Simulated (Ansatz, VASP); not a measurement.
Al2O3 in VASP and in Ansatz

INCAR

```
PREC     = Accurate       # precision mode
ENCUT    = 520            # plane-wave cutoff, eV
EDIFF    = 1E-6           # SCF threshold, eV
ISMEAR   = 0              # smearing method
SIGMA    = 0.05           # smearing width, eV
LREAL    = False          # projectors in reciprocal space
LASPH    = True           # aspherical terms in the spheres
NELM     = 60             # most SCF steps
ALGO     = Normal         # electronic algorithm
ISIF     = 2              # what is computed and relaxed
LWAVE    = False          # write WAVECAR
LCHARG   = False          # write CHGCAR
GGA      = PE             # functional
NBANDS   = 35             # bands
```

Contents of KPOINTS:

```
Automatic mesh
0
Gamma
  6 6 6
```

POSCAR

```
Al2O3
1.0
    2.2745081156      1.3131878728      4.3652359754
   -2.2745081156      1.3131878728      4.3652359754
    0.0000000000     -2.6263757456      4.3652359754
Al O
4 6
Direct
    0.8521293568      0.8521293568      0.8521293568
    0.6478706432      0.6478706432      0.6478706432
    0.1478706432      0.1478706432      0.1478706432
    0.3521293568      0.3521293568      0.3521293568
    0.0561574040      0.4438425960      0.7500000000
    0.7500000000      0.0561574040      0.4438425960
    0.4438425960      0.7500000000      0.0561574040
    0.9438425960      0.5561574040      0.2500000000
    0.2500000000      0.9438425960      0.5561574040
    0.5561574040      0.2500000000      0.9438425960
```

Input for Ansatz:

```yaml
crystal:
  lattice:
    - [2.2745081156, 1.3131878728, 4.3652359754]
    - [-2.2745081156, 1.3131878728, 4.3652359754]
    - [0.0, -2.6263757456, 4.3652359754]
  atoms:
    - { symbol: Al, position: [0.8521293568, 0.8521293568, 0.8521293568] }
    - { symbol: Al, position: [0.6478706432, 0.6478706432, 0.6478706432] }
    - { symbol: Al, position: [0.1478706432, 0.1478706432, 0.1478706432] }
    - { symbol: Al, position: [0.3521293568, 0.3521293568, 0.3521293568] }
    - { symbol: O, position: [0.056157404, 0.443842596, 0.75] }
    - { symbol: O, position: [0.75, 0.056157404, 0.443842596] }
    - { symbol: O, position: [0.443842596, 0.75, 0.056157404] }
    - { symbol: O, position: [0.943842596, 0.556157404, 0.25] }
    - { symbol: O, position: [0.25, 0.943842596, 0.556157404] }
    - { symbol: O, position: [0.556157404, 0.25, 0.943842596] }
basis:
  ecutwfc: 520.0
kpoints:
  mp_grid: { grid: [6, 6, 6] }
hamiltonian:
  xc: pbe
  pseudopotentials: { kind: paw, azcp: { folder: soft_1 } }
scf:
  occupations: { method: gaussian, width: 0.05 }
output:
  forces: true
  stress: true
  eigenvalues: true
```

Alike in both runs: task single point; functional PBE; k mesh 6 × 6 × 6; occupations gaussian, width 0.05 eV; no spin polarisation.

```csv
,VASP,Ansatz
version,VASP 6.6.1,Ansatz 0.2.0
potentials or method,"VASP PAW PBE potentials, release 64 (Al, O), cutoff 520 eV","scalar-relativistic, plane waves, PAW"
valence electrons in the cell,48,48
```

|  | VASP | Ansatz | Ansatz less VASP |
| --- | --- | --- | --- |
| gap on the k mesh at the Fermi level (eV) | 7.16 | 7.16 | -0.004 |
| least direct gap on the mesh (eV) | 7.16 | 7.16 | -0.004 |
| rms of the force components (eV/Å) | 0.215 | 0.218 | +0.0024 |

Atom by atom the forces differ by 0.002 eV/Å (rms over components). The functional is the same, so the differences come from potentials, cutoffs and numerics.
